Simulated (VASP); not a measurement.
Cu: single point with PBEsol

The system is Cu.

```
CELL_PARAMETERS angstrom
0.00000 1.66290 1.87980
1.66290 0.00000 1.87980
1.66290 1.66290 0.00000
ATOMIC_POSITIONS crystal
Cu 0.00000 0.00000 0.00000
```

This cell differs from its parent crystal: strain -0.080 along x and y, +0.040 along z.

```json
{
 "Program": "VASP 6.6.1",
 "Task": "single point",
 "Functional": "PBEsol",
 "Potentials or basis": "VASP PAW PBE potentials, release 64 (Cu)",
 "Cutoff": "520 eV",
 "k mesh": "22 × 22 × 22",
 "Occupations": "gaussian, width 0.15 eV",
 "Spin": "no spin polarisation",
 "Dipole correction": "no",
 "Further INCAR settings": "ALGO = Fast; EDIFF = 1e-06; NBANDS = 12"
}
```

```json
{
  "Pressure": "19.6 GPa"
}
```

Stress tensor (GPa, compression positive):
```
24.48  0.00  0.00
 0.00 24.48  0.00
 0.00  0.00  9.82
```

Levels at points of the mesh, in eV from the Fermi level:
```
           k point  band 4  band 5  band 6  band 7  band 8  band 9
(0.00, 0.00, 0.00)   -3.20   -2.92   -2.14   23.86   26.52   27.64
(0.50, 0.00, 0.00)   -1.91   -1.68   -1.41    4.47   19.58   24.71
(0.50, 0.50, 0.00)   -1.66   -1.66   -0.41    5.84   16.20   16.20
(0.50, 0.00, 0.50)   -1.88   -1.35    2.35    9.16   13.10   13.25
```

Run time: 60 s on 1 thread of Intel(R) Xeon(R) Platinum 8559C (Emerald Rapids), on a shared host, peak memory 0.21 GiB.

Caveat: the cell differs from its parent crystal (strain -0.080 along x and y, +0.040 along z); the PAW data sets were made with another functional, which shifts forces and pressure a little.
